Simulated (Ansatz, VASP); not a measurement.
**One calculation of Si3Sn, two programs**

```
Si Sn
1.0
     5.26447    0.00000    0.00000
     0.00000    5.26447    0.00000
     0.00000    0.00000    5.26447
Si Sn
6 2
Direct
  0.00000 0.50000 0.25000
  0.00000 0.50000 0.75000
  0.25000 0.00000 0.50000
  0.75000 0.00000 0.50000
  0.50000 0.75000 0.00000
  0.50000 0.25000 0.00000
  0.00000 0.00000 0.00000
  0.50000 0.50000 0.50000
```

Alike in both runs: task relaxation of cell and atoms; functional PBE; k mesh 8 × 8 × 8; occupations gaussian, width 0.1 eV; no spin polarisation.

```csv
,VASP,Ansatz
version,VASP 6.6.1,Ansatz 0.2.0
potentials or method,"VASP PAW PBE potentials, release 64 (Si, Sn_d), cutoff 500 eV","scalar-relativistic, plane waves, PAW"
valence electrons in the cell,52,52
```

Ansatz gave:

| Property | Result |
| --- | --- |
| gap on the k mesh at the Fermi level, each at its own relaxed structure (eV) | none |
| relaxed volume (Å³/atom) | 18.82 |
| relaxed length of the cell vector where the two differ most in proportion (Å) | 5.320 |

Task: Estimate VASP's values.

Result: gap on the k mesh at the Fermi level, each at its own relaxed structure (eV): none; relaxed volume (Å³/atom): 18.81; relaxed length of the cell vector where the two differ most in proportion (Å): 5.319.

A gap of «none» marks a metal or a gap that the smearing closes.
